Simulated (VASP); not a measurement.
A run of VASP 6.6.1 is set up as follows.

INCAR

```
SYSTEM = Zr
  ALGO = Fast
  EDIFF = 1E-6
  ENCUT = 520
  GGA = PE
  ISIF = 2
  ISMEAR = 0
  LASPH = .TRUE.
  LCHARG = .FALSE.
  LREAL = .FALSE.
  LWAVE = .FALSE.
  NBANDS = 32
  NELM = 60
  PREC = Accurate
  SIGMA = 0.1
```

The input KPOINTS:

```
k-points
0
G
  6 6 4
  0 0 0
```

Contents of POSCAR:

```
Zr
1.0
    1.5897948046     -5.4750050804      0.0000000000
    1.5897948046      5.4750050804      0.0000000000
    0.0000000000      0.0000000000      5.4145564460
Zr
4
Direct
    0.1341672274      0.8658327726      0.9999462438
    0.6341672274      0.3658327726      0.5000537562
    0.8658327726      0.1341672274      0.0000537562
    0.3658327726      0.6341672274      0.4999462438
```

Potentials or basis: VASP PAW PBE potentials, release 64 (Zr_sv).

Command:

```sh
$ cat potpaw_PBE.64/Zr_sv/POTCAR > POTCAR
$ mpirun -np 1 vasp_std > vasp.out
```

Estimate the band gap on the k mesh.

zero (bands 24 and 25 overlap by 1.38 eV).

Estimate the pressure.

0.2 GPa.

What does it give for the largest force?

0.018 eV/Å.

Forces in eV/Å, atoms in the order of the input:
```
Zr   0.000  0.018  0.002
Zr   0.000  0.018 -0.002
Zr   0.000 -0.018 -0.002
Zr   0.000 -0.018  0.002
```
